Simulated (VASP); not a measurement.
# Ta2NbO2 (I4/mmm) in VASP: a series of runs, part 2 of 2

VASP 6.6.1. Earlier steps stand in the parts before.

### 5 Relaxation of cell and atoms, PBE

Contents of INCAR:

```
SYSTEM = Ta2NbO2
ALGO = Normal ; EDIFF = 1E-6
EDIFFG = -0.04 ; ENCUT = 600
GGA = PE ; IBRION = 2
ISIF = 3 ; ISMEAR = 0
LASPH = .TRUE. ; LCHARG = .FALSE.
LREAL = .FALSE. ; LWAVE = .FALSE.
NELM = 80 ; NSW = 90
PREC = Accurate ; SIGMA = 0.1
```

Contents of KPOINTS:

```
k-points
0
G
  6 6 6
  0 0 0
```

Contents of POSCAR:

```
Ta2NbO2
1.0
   -1.8387052200      1.8387052200      4.9604862700
    1.8387052200     -1.8387052200      4.9604862700
    1.8387052200      1.8387052200     -4.9604862700
Ta Nb O
2 1 2
Direct
    0.7500000000      0.2500000000      0.5000000000
    0.2500000000      0.7500000000      0.5000000000
    0.0000000000      0.0000000000      0.0000000000
    0.6208527700      0.6208527700      0.0000000000
    0.3791472300      0.3791472300      0.0000000000
```

Potentials or basis: VASP PAW PBE potentials, release 64 (Ta_pv, Nb_sv, O).

The run is started by

```bash
$ cat potpaw_PBE.64/Ta_pv/POTCAR potpaw_PBE.64/Nb_sv/POTCAR potpaw_PBE.64/O/POTCAR > POTCAR
$ mpirun -np 1 vasp_std > vasp.out
```

Run time: 39 min. Hardware: 1 thread of Intel Xeon Platinum 8375C at 2.90GHz (Ice Lake), shared host; peak memory 0.43 GiB.

Results (log left out):

```
Free energy                            : -47.8040 eV
Relaxed volume                         : 15.16 Å³/atom
Relaxed cell                           : a = 5.156 Å, b = 5.156 Å, c = 5.156 Å, α = 131.26°, β = 131.26°, γ = 71.40°
Space group after relaxing (to 0.05 Å) : I4/mmm (No. 139)
Energy gained by relaxing              : 591.9 meV/atom
Ionic steps                            : 31
Pressure after relaxing                : -0.2 GPa
```

The path:
| step | energy change (eV) | largest force (eV/Å) | pressure (GPa) | volume (Å³) |
| --- | --- | --- | --- | --- |
| 1 | 0.0000 | 0.6952 | 10.44 | 67.08 |
| 2 | -0.0563 | 1.6527 | -12.05 | 75.88 |
| 3 | -0.1917 | 1.2406 | -3.12 | 71.68 |
| 4 | -0.4112 | 1.3220 | -2.56 | 71.83 |
| 5 | -0.9856 | 1.3040 | 0.58 | 71.87 |
| 6 | -2.3317 | 1.8661 | 0.45 | 69.81 |
| 7 | 144.6750 | 345.9741 | 692.92 | 55.66 |
| 8 | 0.6099 | 4.4826 | -3.38 | 69.68 |
| 9 | -0.4923 | 0.0830 | 20.35 | 64.43 |
| 10 | -0.5299 | 5.0227 | -3.28 | 67.67 |
| 11 | -1.0321 | 4.1316 | 2.50 | 66.17 |
| 12 | -0.9620 | 2.6979 | 8.95 | 65.33 |
| 13 | -1.0309 | 3.3452 | 6.08 | 65.66 |
| 14 | -1.0954 | 2.6453 | 6.70 | 65.84 |
| 15 | -1.1177 | 1.7877 | 7.85 | 66.04 |
| 16 | -1.2047 | 1.7145 | 6.90 | 66.25 |
| 17 | -1.4405 | 1.5394 | 4.30 | 66.86 |
| 18 | -1.8107 | 1.3455 | 0.00 | 68.08 |
| 19 | -2.2466 | 1.2634 | -5.96 | 70.44 |
| 20 | -2.4876 | 1.2833 | -11.49 | 74.88 |
| 21 | -2.7147 | 0.8753 | -3.15 | 72.15 |
| 22 | -2.7554 | 0.6351 | 2.63 | 70.58 |
| 23 | -2.7555 | 0.6219 | 2.96 | 70.50 |
| 24 | -2.7843 | 0.5092 | 2.87 | 70.83 |
| 25 | -2.8504 | 0.1236 | 2.63 | 71.81 |
| 26 | -2.8735 | 0.8024 | 2.40 | 73.77 |
| 27 | -2.8827 | 0.4837 | 2.47 | 73.13 |
| 28 | -2.9152 | 0.3422 | 0.56 | 74.18 |
| 29 | -2.9399 | 0.1230 | -2.80 | 76.28 |
| 30 | -2.9589 | 0.0213 | -0.74 | 75.91 |
| 31 | -2.9597 | 0.0019 | -0.20 | 75.82 |

Final structure:
```xyz
5
Lattice="-2.1277 2.1277 4.1873 2.1277 -2.1277 4.1873 2.1277 2.1277 -4.1873" Properties=species:S:1:pos:R:3 pbc="T T T"
Ta    0.0000    2.1277    2.0937
Ta    2.1277    0.0000    2.0937
Nb    0.0000    0.0000    0.0000
O     0.0000    0.0000    6.2060
O     0.0000    0.0000    2.1687
```

Levels at points of the mesh, in eV from the Fermi level:
```tsv
k point	band 21	band 22	band 23	band 24	band 25	band 26
(0.00, 0.00, 0.00)	-1.86	-1.86	-0.68	-0.43	-0.43	1.71
(0.50, 0.00, 0.00)	-1.13	-0.78	-0.35	-0.20	0.37	0.51
(0.50, 0.50, 0.00)	-1.00	-0.20	0.08	0.25	1.17	1.39
(0.50, 0.50, 0.50)	-2.99	-2.56	-1.82	-0.02	0.91	1.37
```

Caveat: the k points lie up to 0.35 Å⁻¹ apart in the final cell; spin-orbit coupling is left out, which moves the levels of the heavy elements; an odd number of electrons without spin polarisation forces a metal; a magnetic or distorted state may lie lower.

### 6 Single point, PBE, collinear spin, ferromagnetic start

Contents of INCAR:

```
SYSTEM = Ta2NbO2
  PREC = Accurate
  ENCUT = 520
  EDIFF = 1E-6
  ISMEAR = 0
  SIGMA = 0.1
  LREAL = .FALSE.
  LASPH = .TRUE.
  NELM = 150
  ALGO = Normal
  ISIF = 2
  LWAVE = .FALSE.
  LCHARG = .FALSE.
  ISPIN = 2
  MAGMOM = 1 1 0 0 0
  LORBIT = 11
  LMAXMIX = 4
  GGA = PE
  NBANDS = 36
```

Contents of KPOINTS:

```
regular mesh
0
G
  6 6 6
  0 0 0
```

POSCAR is that of step 5.

Potentials or basis: VASP PAW PBE potentials, release 64 (Ta_pv, Nb_sv, O).

The run is started by

```bash
$ cat potpaw_PBE.64/Ta_pv/POTCAR potpaw_PBE.64/Nb_sv/POTCAR potpaw_PBE.64/O/POTCAR > POTCAR
$ mpirun -np 1 vasp_std > vasp.out
```

Run time: 4.7 min. Hardware: 1 thread of Intel Xeon Platinum 8375C at 2.90GHz (Ice Lake), shared host; peak memory 0.37 GiB.

The run converged. Its results:

* Free energy: -44.8393 eV
* Pressure: 10.5 GPa
* Largest force: 0.693 eV/Å
* Net moment: 0.01 μB per cell
* Valence electrons inside the program's atomic spheres: Ta 9.13; Nb 10.55; O 4.95

Forces in eV/Å, atoms in the order of the input:
```
Ta   0.000  0.000  0.000
Ta   0.000  0.000  0.000
Nb   0.000  0.000  0.000
O    0.000  0.000  0.693
O    0.000  0.000 -0.693
```

Stress tensor (GPa, compression positive):
```
14.45  0.00  0.00
 0.00 14.45  0.00
 0.00  0.00  2.64
```

Levels at points of the mesh, in eV from the Fermi level:
Spin up:
| k point | band 19 | band 20 | band 21 | band 22 | band 23 | band 24 | band 25 | band 26 | band 27 | band 28 |
| --- | --- | --- | --- | --- | --- | --- | --- | --- | --- | --- |
| (0.00, 0.00, 0.00) | -3.88 | -3.77 | -1.66 | -0.58 | -0.05 | 0.16 | 0.16 | 0.48 | 1.20 | 1.58 |
| (0.50, 0.00, 0.00) | -2.28 | -1.24 | -1.22 | -1.22 | -0.82 | 0.09 | 0.59 | 1.07 | 1.71 | 1.99 |
| (0.50, 0.50, 0.00) | -3.52 | -2.21 | -2.07 | -1.95 | -0.36 | 0.45 | 0.73 | 1.46 | 1.70 | 2.58 |
| (0.50, 0.50, 0.50) | -3.82 | -2.62 | -2.61 | -1.07 | -0.02 | 0.34 | 0.50 | 0.50 | 1.01 | 3.02 |
Spin down:
```
           k point  band 19  band 20  band 21  band 22  band 23  band 24  band 25  band 26  band 27  band 28
(0.00, 0.00, 0.00)    -3.88    -3.77    -1.66    -0.58    -0.05     0.16     0.16     0.48     1.20     1.58
(0.50, 0.00, 0.00)    -2.28    -1.24    -1.22    -1.22    -0.82     0.09     0.59     1.07     1.71     1.99
(0.50, 0.50, 0.00)    -3.52    -2.21    -2.06    -1.95    -0.35     0.45     0.73     1.46     1.70     2.58
(0.50, 0.50, 0.50)    -3.82    -2.61    -2.61    -1.07    -0.02     0.34     0.50     0.50     1.01     3.02
```

Caveat: the k points lie up to 0.40 Å⁻¹ apart; spin-orbit coupling is left out, which moves the levels of the heavy elements.

### 7 The runs side by side

| task | potentials or basis | spin | cell | cutoff (eV) | second run | gap on the mesh (eV) | pressure (GPa) | largest force (eV/Å) |
| --- | --- | --- | --- | --- | --- | --- | --- | --- |
| single point | VASP PAW PBE potentials, release 64 (Ta_pv, Nb_sv, O) | off | a = 5.601 Å, angles 141.7, 141.7, 55.3°, 5 atoms | 520 | - | none | 10.5 | 0.69 |
| single point | VASP PAW PBE potentials, release 64 (Ta_pv, Nb_sv, O) | off | a = 5.165 Å, angles 131.4, 131.4, 71.1°, 5 atoms | 520 | - | none | 0.4 | 0.01 |
| single point | VASP PAW PBE potentials, release 64 (Ta_sv_GW, Nb_sv, O) | off | a = 5.165 Å, angles 131.4, 131.4, 71.1°, 5 atoms | 600 | valence_matched | none | 0.0 | 0.01 |
| relaxation of cell and atoms | VASP PAW PBE potentials, release 64 (Ta_pv, Nb_sv, O) | off | relaxed from a = 5.601 Å, angles 141.7, 141.7, 55.3°, 5 atoms | 600 | - | none | -0.2 | - |
| single point | VASP PAW PBE potentials, release 64 (Ta_pv, Nb_sv, O) | collinear, ferromagnetic start | a = 5.601 Å, angles 141.7, 141.7, 55.3°, 5 atoms | 520 | - | none | 10.5 | 0.69 |

Alike in all rows: level PBE; k mesh 6 × 6 × 6; smearing gaussian 0.1 eV.

Caveats: some runs use coarse meshes; spin-orbit coupling is left out, which moves the levels of the heavy elements; an odd number of electrons without spin polarisation forces a metal (some runs); a magnetic or distorted state may lie lower (some runs).

Total energies depend on the potentials used, so only differences within one code and one set of settings carry meaning.
